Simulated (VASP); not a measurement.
Write the native input for VASP 6.6.1 that does the following.

| Quantity | Value |
| --- | --- |
| Task | single point |
| Functional | PBEsol |
| Potentials or basis | VASP PAW PBE potentials, release 64 (Cd, F) |
| Cutoff | 520 eV |
| k mesh | 8 × 8 × 8 |
| Occupations | gaussian, width 0.05 eV |
| Spin | no spin polarisation |
| Dipole correction | no |
| Further INCAR settings | ALGO = Normal; EDIFF = 1e-07; NBANDS = 20 |

The structure of CdF2 lies in POSCAR:

```
CdF2
1.0
    0.0000000000      2.5232234490      2.5741925626
    2.5232234490      0.0000000000      2.5741925626
    2.5232234490      2.5232234490      0.0000000000
Cd F
1 2
Direct
    0.0000000000      0.0000000000      0.0000000000
    0.2500000000      0.2500000000      0.2500000000
    0.7500000000      0.7500000000      0.7500000000
```

The input as run:

INCAR

```
SYSTEM = CdF2
ALGO = Normal
EDIFF = 1E-7
ENCUT = 520
GGA = PS
ISIF = 2
ISMEAR = 0
LASPH = .True.
LCHARG = .False.
LREAL = .False.
LWAVE = .False.
NBANDS = 20
NELM = 60
PREC = Accurate
SIGMA = 0.05
```

KPOINTS

```
k-points
0
Gamma
  8 8 8
  0 0 0
```

Potentials or basis: VASP PAW PBE potentials, release 64 (Cd, F).

Launch:

```sh
$ cat potpaw_PBE.64/Cd/POTCAR potpaw_PBE.64/F/POTCAR > POTCAR
$ mpirun -np 1 vasp_std > vasp.out
```

It gave:

| Item | Value |
| --- | --- |
| Pressure | 30.9 GPa |
| Band gap on the k mesh | 3.50 eV (least direct gap 3.67 eV) |

Caveat: the cell stands under pressure; the PAW data sets were made with another functional, which shifts forces and pressure a little.

Run time: 36 s on 1 thread of Intel(R) Xeon(R) Platinum 8259CL CPU @ 2.50GHz (Skylake/Cascade Lake), with other jobs on the host, peak memory 0.17 GiB.
